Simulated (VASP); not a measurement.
# BaTiO3 (Amm2) in VASP: further runs

The runs below take BaTiO3 through single point, with PBE.

All numbers are computed with VASP 6.6.1; they aren't measurements. Logs are shortened: lines on timing, memory, paths and dates and some standing lists are left out, and cuts for length are marked.

### 1 The cell of the first run

It takes space group Amm2 (No. 38, orthorhombic). The conventional cell has a = 3.950 Å, b = 5.638 Å, c = 5.653 Å, α = 90.00°, β = 90.00°, γ = 90.00°. Ba (site symmetry mm2) has 12 O at 2.75 to 2.90 Å and 8 Ti at 3.39 to 3.50 Å within 3.6 Å. Ti (site symmetry mm2) has 6 O at 1.88 to 2.12 Å within 2.5 Å. O (site symmetry mm2) has 2 Ti at 1.98 Å within 2.6 Å. O (site symmetry m) has 2 Ti at 1.88 to 2.12 Å within 2.5 Å.

### 2 Single point, PBE (12.59 Å³/atom)

INCAR

```
SYSTEM = BaTiO3
  PREC = Accurate
  ENCUT = 520
  EDIFF = 1E-6
  ISMEAR = 0
  SIGMA = 0.02
  LREAL = .False.
  LASPH = .True.
  NELM = 80
  ALGO = Normal
  ISIF = 2
  LWAVE = .False.
  LCHARG = .True.
  GGA = PE
  LELF = .True.
  LVHAR = .True.
  NBANDS = 28
```

KPOINTS

```
regular mesh
0
Gamma
  8 8 8
  0 0 0
```

POSCAR

```
BaTiO3
1.0
    3.9501355533      0.0000000000      0.0000000000
    0.0000000000      2.8187803961      2.8265763909
    0.0000000000     -2.8187803961      2.8265763909
Ba Ti O
1 1 3
Direct
    0.0000000000      0.0052931143      0.0052931143
    0.5000000000      0.5171350125      0.5171350125
    0.0000000000      0.4923993204      0.4923993204
    0.5000000000      0.4940376750      0.9873548777
    0.5000000000      0.9873548777      0.4940376750
```

Potentials or basis: VASP PAW PBE potentials, release 64 (Ba_sv, Ti_sv, O).

The run is started by

```sh
> cat potpaw_PBE.64/Ba_sv/POTCAR potpaw_PBE.64/Ti_sv/POTCAR potpaw_PBE.64/O/POTCAR > POTCAR
> mpirun -np 1 vasp_std > vasp.out
```

OUTCAR:

```text
SYSTEM = BaTiO3
   PREC = Accurate
   ENCUT = 520
   EDIFF = 1E-6
   ISMEAR = 0
   LREAL = .False.
   LASPH = .True.
   NELM = 80
   ISIF = 2
   GGA = PE

 ion  position               nearest neighbor table
   1  0.000  0.005  0.005-   3 2.75   4 2.78   5 2.78   4 2.78   5 2.78   3 2.82   3 2.82   5 2.84
                             4 2.84   5 2.84   4 2.84   3 2.90   2 3.39   2 3.39   2 3.44   2 3.44
   2  0.500  0.517  0.517-   4 1.88   5 1.88   3 1.98   3 1.98   5 2.12   4 2.12   1 3.39   1 3.39
                             1 3.44   1 3.44   1 3.44   1 3.44   1 3.50   1 3.50
   3  0.000  0.492  0.492-   2 1.98   2 1.98   1 2.75   1 2.82   1 2.82   1 2.90
   4  0.500  0.494  0.987-   2 1.88   2 2.12   1 2.78   1 2.78   1 2.84   1 2.84
   5  0.500  0.987  0.494-   2 1.88   2 2.12   1 2.78   1 2.78   1 2.84   1 2.84

  LATTYP: Found a base centered orthorhombic cell.
 ALAT       =     5.6375607922
 B/A-ratio  =     1.0027657333
 C/A-ratio  =     0.7006816776

  Lattice vectors:

 A1 = (   0.0000000000,   2.8187803961,  -2.8265763909)
 A2 = (   0.0000000000,   2.8187803961,   2.8265763909)
 A3 = (   3.9501355533,   0.0000000000,   0.0000000000)

Analysis of symmetry for initial positions (statically):
=====================================================================
 Subroutine PRICEL returns:
 Original cell was already a primitive cell.

 Routine SETGRP: Setting up the symmetry group for a
 base centered orthorhombic supercell.

 Subroutine GETGRP returns: Found  4 space group operations
 (whereof  4 operations were pure point group operations)
 out of a pool of  8 trial point group operations.

The static configuration has the point symmetry C_2v.

Analysis of symmetry for dynamics (positions and initial velocities):
=====================================================================
 Subroutine PRICEL returns:
 Original cell was already a primitive cell.

 Routine SETGRP: Setting up the symmetry group for a
 base centered orthorhombic supercell.

 Subroutine GETGRP returns: Found  4 space group operations
 (whereof  4 operations were pure point group operations)
 out of a pool of  8 trial point group operations.

The dynamic configuration has the point symmetry C_2v.

 Subroutine INISYM returns: Found  4 space group operations
 (whereof  4 operations are pure point group operations),
 and found     1 'primitive' translations

[... 100 lines left out ...]
   EDIFF  = 0.1E-05   stopping-criterion for ELM
   LREAL  =      F    real-space projection
   EDIFFG = 0.1E-04   stopping-criterion for IOM
   NSW    =      0    number of steps for IOM
   IBRION =     -1    ionic relax: 0-MD 1-quasi-New 2-CG
   NFREE  =      0    steps in history (QN), initial steepest desc. (CG)
   ISIF   =      2    stress and relaxation
   ISYM   =      2    0-nonsym 1-usesym 2-fastsym
   POTIM  = 0.5000    time-step for ionic-motion
   TEBEG  =    0.0;   TEEND  =   0.0 temperature during run
   PSTRESS=    0.0 pullay stress
   NELECT =      40.0000    total number of electrons
   NUPDOWN=      -1.0000    fix difference up-down
   EMIN   =  10.00;   EMAX   =-10.00  energy-range for DOS
   EFERMI =   0.00;   METHOD = LEGACY
   ISMEAR =     0;   SIGMA  =   0.02  broadening in eV -4-tet -1-fermi 0-gaus
   EFERMI_NEDOS =   21; number of points for ismear=-14 and -15
   IALGO  =     38    algorithm
   IMIX   =      4    mixing-type and parameters
     AMIX     =   0.40;   BMIX     =  1.00
     AMIX_MAG =   1.60;   BMIX_MAG =  1.00
  volume/ion in A,a.u.               =      12.59        84.96
  Fermi-wavevector in a.u.,A,eV,Ry     =   1.407473  2.659739 26.952885  1.980981
  Thomas-Fermi vector in A             =   2.529729
   LORBIT       =      0    0 simple, 1 ext, 2 COOP (PROOUT), +10 PAW based schemes
   GGA     = PE    functional components
   LHFCALC =     F    Hartree Fock is set to
   AEXX    =    0.0000 exact exchange contribution
   IVDW    =     0    specifies the selected vdW correction
   LEPSILON=     F    determine dielectric tensor
   LRPA    =     F    only Hartree local field effects (RPA)
 non-spin polarized calculation
 Gauss-broadening in eV      SIGMA  =   0.02
  energy-cutoff  :      520.00
  volume of cell :       62.95
 maximum number of plane-waves:      1743
 NGX is ok and might be reduce to    30
   NGX = 15   NGY = 15   NGZ = 15

 number of electron      40.0000001 magnetization

 Free energy of the ion-electron system (eV)
  ---------------------------------------------------
  ext. energy  EPLUGINS =         0.00000000
  ---------------------------------------------------
  free energy    TOTEN  =       -39.93415921 eV

  energy without entropy =      -39.93415921  energy(sigma->0) =      -39.93415921

 E-fermi :   4.2141     XC(G=0): -11.3480

 val. band max:        3.9750181257   @ k =   0.5000   0.5000   0.5000
 cond. band min:       6.0334740275   @ k =   0.0000   0.0000   0.0000
 fundamental gap:      2.0584559018
 Fermi energy:         4.2141147396

 k-point     1 :       0.0000    0.0000    0.0000
  band No.  band energies     occupation
      1     -52.4153      2.00000
      2     -28.6740      2.00000
      3     -28.6718      2.00000
      4     -28.6403      2.00000
      5     -20.8180      2.00000
      6     -12.9545      2.00000
[... 733 lines left out ...]
     27      12.1260      0.00000
     28      13.6797      0.00000

 [... further k-points ...]

------------------------ aborting loop because EDIFF is reached ----------------------------------------

  FORCE on cell =-STRESS in cart. coord.  units (eV):
  Direction    XX          YY          ZZ          XY          YZ          ZX
  --------------------------------------------------------------------------------------
  -------------------------------------------------------------------------------------
  Total        3.5944518      3.5781450      3.5487530      0.0000000      0.0000000      0.0000000
  in kB       91.4911924     91.0761259     90.3280000      0.0000000      0.0000000      0.0000000
  external PRESSURE =      90.9651061 kB  Pullay stress =       0.0000000 kB

 VOLUME and BASIS-vectors are now :
 -----------------------------------------------------------------------------
  energy-cutoff  :      520.00
  volume of cell :       62.95
      direct lattice vectors                 reciprocal lattice vectors
     3.950135553  0.000000000  0.000000000     0.253155869  0.000000000  0.000000000
     0.000000000  2.818780396  2.826576391     0.000000000  0.177381679  0.176892442
     0.000000000 -2.818780396  2.826576391     0.000000000 -0.177381679  0.176892442

 POSITION                                       TOTAL-FORCE (eV/Angst)
 -----------------------------------------------------------------------------------
      0.00000      0.00000      0.02992         0.000000     -0.000000     -0.029873
      1.97507      0.00000      2.92344         0.000000     -0.000000     -0.055190
      0.00000      0.00000      2.78361         0.000000     -0.000000      0.015975
      1.97507     -1.39055      4.18727         0.000000     -0.020834      0.034544
      1.97507      1.39055      4.18727         0.000000      0.020834      0.034544
 -----------------------------------------------------------------------------------
    total drift:                                0.000000      0.000001      0.000280

  FREE ENERGIE OF THE ION-ELECTRON SYSTEM (eV)
  ---------------------------------------------------
  free  energy   TOTEN  =       -39.9341592078 eV

  energy  without entropy=      -39.9341592078  energy(sigma->0) =      -39.93415921
```

stdout:

```text
POSCAR found type information on POSCAR BaTiO
 POSCAR found :  3 types and       5 ions
 scaLAPACK will be used
 LDA part: xc-table for (Slater+PW92), standard interpolation
 POSCAR, INCAR and KPOINTS ok, starting setup
 FFT: planning ... GRIDC
 FFT: planning ... GRID_SOFT
 FFT: planning ... GRID
 WAVECAR not read
 entering main loop
```

Run time: 88 s. Hardware: 1 thread of AMD EPYC 9R45 (Zen 5), shared host; peak memory 0.27 GiB.

What came out:

```yaml
Free_energy: -39.9342 eV
Pressure: 9.1 GPa
Largest_force: 0.055 eV/Å
Band_gap_on_the_k_mesh: 2.06 eV (least direct gap 2.35 eV)
```

Forces on the atoms (eV/Å):
```
Ba   0.000  0.000 -0.030
Ti   0.000  0.000 -0.055
O    0.000  0.000  0.016
O    0.000 -0.021  0.035
O    0.000  0.021  0.035
```

Stress tensor (GPa, compression positive):
```
9.15 0.00 0.00
0.00 9.11 0.00
0.00 0.00 9.03
```

Caveat: the cell stands under pressure; spin-orbit coupling is left out, which moves the levels of the heavy elements.

### 3 Single point, PBE (12.99 Å³/atom)

This run uses another cell than the first one, of 12.99 Å³/atom.

INCAR

```
SYSTEM = BaTiO3
PREC     = Accurate       ! precision mode
ENCUT    = 520            ! plane-wave cutoff, eV
EDIFF    = 1E-6           ! SCF threshold, eV
ISMEAR   = 0              ! smearing method
SIGMA    = 0.02           ! smearing width, eV
LREAL    = .FALSE.        ! projectors in reciprocal space
LASPH    = .TRUE.         ! aspherical terms in the spheres
NELM     = 80             ! most SCF steps
ALGO     = Normal         ! electronic algorithm
ISIF     = 2              ! what is computed and relaxed
LWAVE    = .FALSE.        ! write WAVECAR
LCHARG   = .FALSE.        ! write CHGCAR
GGA      = PE             ! functional
NBANDS   = 28             ! bands
```

KPOINTS

```
regular mesh
0
G
  8 8 8
  0 0 0
```

POSCAR

```
BaTiO3
1.0
    3.9641013960      0.0000000000      0.0000000000
    0.0000000000      2.8545162845      2.8701234029
    0.0000000000     -2.8545162845      2.8701234029
Ba Ti O
1 1 3
Direct
    0.0000000000      0.0083011723      0.0083011723
    0.5000000000      0.5229401498      0.5229401498
    0.0000000000      0.4897315641      0.4897315641
    0.5000000000      0.4934957138      0.9817513999
    0.5000000000      0.9817513999      0.4934957138
```

Potentials or basis: VASP PAW PBE potentials, release 64 (Ba_sv, Ti_sv, O).

The run is started by

```sh
> cat potpaw_PBE.64/Ba_sv/POTCAR potpaw_PBE.64/Ti_sv/POTCAR potpaw_PBE.64/O/POTCAR > POTCAR
> mpirun -np 1 vasp_std > vasp.out
```

OUTCAR:

```text
SYSTEM = BaTiO3
   PREC = Accurate
   ENCUT = 520
   EDIFF = 1E-6
   ISMEAR = 0
   LREAL = .FALSE.
   LASPH = .TRUE.
   NELM = 80
   ISIF = 2
   GGA = PE

 ion  position               nearest neighbor table
   1  0.000  0.008  0.008-   3 2.76   4 2.79   5 2.79   4 2.79   5 2.79   3 2.86   3 2.86   5 2.88
                             4 2.88   5 2.88   4 2.88   3 2.98   2 3.42   2 3.42   2 3.48   2 3.48
   2  0.500  0.523  0.523-   4 1.86   5 1.86   3 1.99   3 1.99   5 2.19   4 2.19   1 3.42   1 3.42
                             1 3.48   1 3.48   1 3.48   1 3.48   1 3.56   1 3.56
   3  0.000  0.490  0.490-   2 1.99   2 1.99   1 2.76   1 2.86   1 2.86   1 2.98
   4  0.500  0.493  0.982-   2 1.86   2 2.19   1 2.79   1 2.79   1 2.88   1 2.88
   5  0.500  0.982  0.493-   2 1.86   2 2.19   1 2.79   1 2.79   1 2.88   1 2.88

  LATTYP: Found a base centered orthorhombic cell.
 ALAT       =     5.7090325690
 B/A-ratio  =     1.0054675177
 C/A-ratio  =     0.6943560661

  Lattice vectors:

 A1 = (   0.0000000000,   2.8545162845,  -2.8701234029)
 A2 = (   0.0000000000,   2.8545162845,   2.8701234029)
 A3 = (   3.9641013960,   0.0000000000,   0.0000000000)

[... 184 lines left out ...]
 cond. band min:       5.9318418137   @ k =   0.0000   0.0000   0.0000
 fundamental gap:      2.2005495475
 Fermi energy:         3.8124267278

 k-point     1 :       0.0000    0.0000    0.0000
  band No.  band energies     occupation
      1     -52.6590      2.00000
      2     -28.9277      2.00000
      3     -28.9268      2.00000
      4     -28.8689      2.00000
      5     -21.1535      2.00000
      6     -13.1252      2.00000
[... 733 lines left out ...]
     27      11.7302      0.00000
     28      13.1632      0.00000

 [... further k-points ...]

------------------------ aborting loop because EDIFF is reached ----------------------------------------

  FORCE on cell =-STRESS in cart. coord.  units (eV):
  Direction    XX          YY          ZZ          XY          YZ          ZX
  --------------------------------------------------------------------------------------
  -------------------------------------------------------------------------------------
  Total        1.9905896      1.9724420      1.9384521      0.0000000      0.0000000      0.0000000
  in kB       49.1003366     48.6527047     47.8143004      0.0000000      0.0000000      0.0000000
  external PRESSURE =      48.5224473 kB  Pullay stress =       0.0000000 kB

 VOLUME and BASIS-vectors are now :
 -----------------------------------------------------------------------------
  energy-cutoff  :      520.00
  volume of cell :       64.95
      direct lattice vectors                 reciprocal lattice vectors
     3.964101396  0.000000000  0.000000000     0.252263981  0.000000000  0.000000000
     0.000000000  2.854516284  2.870123403     0.000000000  0.175161026  0.174208537
     0.000000000 -2.854516284  2.870123403     0.000000000 -0.175161026  0.174208537

 POSITION                                       TOTAL-FORCE (eV/Angst)
 -----------------------------------------------------------------------------------
      0.00000      0.00000      0.04765         0.000000      0.000000     -0.038220
      1.98205      0.00000      3.00181         0.000000      0.000000     -0.073313
      0.00000      0.00000      2.81118         0.000000      0.000000      0.020612
      1.98205     -1.39373      4.23414         0.000000     -0.031962      0.045461
      1.98205      1.39373      4.23414         0.000000      0.031962      0.045461
 -----------------------------------------------------------------------------------
    total drift:                                0.000000      0.000000     -0.000648

  FREE ENERGIE OF THE ION-ELECTRON SYSTEM (eV)
  ---------------------------------------------------
  free  energy   TOTEN  =       -40.0171824956 eV

  energy  without entropy=      -40.0171824956  energy(sigma->0) =      -40.01718250
```

OSZICAR:

```text
N       E                     dE             d eps       ncg     rms          rms(c)
DAV:   1     0.439853120657E+03    0.43985E+03   -0.20856E+04  5880   0.155E+03
DAV:   2    -0.373885865358E+01   -0.44359E+03   -0.42246E+03  6700   0.431E+02
DAV:   3    -0.483032536032E+02   -0.44564E+02   -0.44039E+02  7992   0.135E+02
DAV:   4    -0.505932343085E+02   -0.22900E+01   -0.22851E+01  8980   0.258E+01
DAV:   5    -0.506555977917E+02   -0.62363E-01   -0.62351E-01  7764   0.344E+00    0.236E+01
DAV:   6    -0.402096009673E+02    0.10446E+02   -0.56353E+01  8784   0.681E+01    0.101E+01
DAV:   7    -0.401923083632E+02    0.17293E-01   -0.11241E+01  7988   0.248E+01    0.718E+00
DAV:   8    -0.400105719066E+02    0.18174E+00   -0.61440E-01  7136   0.726E+00    0.371E+00
DAV:   9    -0.400448960934E+02   -0.34324E-01   -0.37555E-01  8692   0.537E+00    0.161E+00
DAV:  10    -0.400209381943E+02    0.23958E-01   -0.15667E-01  7136   0.407E+00    0.562E-01
DAV:  11    -0.400172835523E+02    0.36546E-02   -0.14409E-02  7680   0.746E-01    0.138E-01
DAV:  12    -0.400171965830E+02    0.86969E-04   -0.90634E-04  6776   0.198E-01    0.436E-02
DAV:  13    -0.400171766393E+02    0.19944E-04   -0.13550E-04  6884   0.124E-01    0.175E-02
DAV:  14    -0.400171838314E+02   -0.71921E-05   -0.43035E-05  7604   0.435E-02    0.128E-02
DAV:  15    -0.400171843561E+02   -0.52469E-06   -0.26367E-05  8304   0.478E-02    0.127E-02
DAV:  16    -0.400171824964E+02    0.18597E-05   -0.62852E-06  6540   0.255E-02    0.711E-04
DAV:  17    -0.400171824956E+02    0.87402E-09   -0.37183E-07  4156   0.439E-03
   1 F= -.40017182E+02 E0= -.40017182E+02  d E =-.157099E-11
```

stdout:

```text
POSCAR found type information on POSCAR BaTiO
 POSCAR found :  3 types and       5 ions
 scaLAPACK will be used
 LDA part: xc-table for (Slater+PW92), standard interpolation
 POSCAR, INCAR and KPOINTS ok, starting setup
 FFT: planning ... GRIDC
 FFT: planning ... GRID_SOFT
 FFT: planning ... GRID
 WAVECAR not read
 entering main loop
```

Run time: 86 s. Hardware: 1 thread of AMD EPYC 9R45 (Zen 5), shared host; peak memory 0.28 GiB.

What came out:

```yaml
Free_energy: -40.0172 eV
Pressure: 4.9 GPa
Largest_force: 0.073 eV/Å
Band_gap_on_the_k_mesh: 2.20 eV (least direct gap 2.63 eV)
```

Forces in eV/Å, atoms in the order of the input:
```
Ba   0.000  0.000 -0.038
Ti   0.000  0.000 -0.073
O    0.000  0.000  0.021
O    0.000 -0.032  0.045
O    0.000  0.032  0.045
```

Caveat: the cell stands under pressure; spin-orbit coupling is left out, which moves the levels of the heavy elements. A k mesh can miss the band edges.
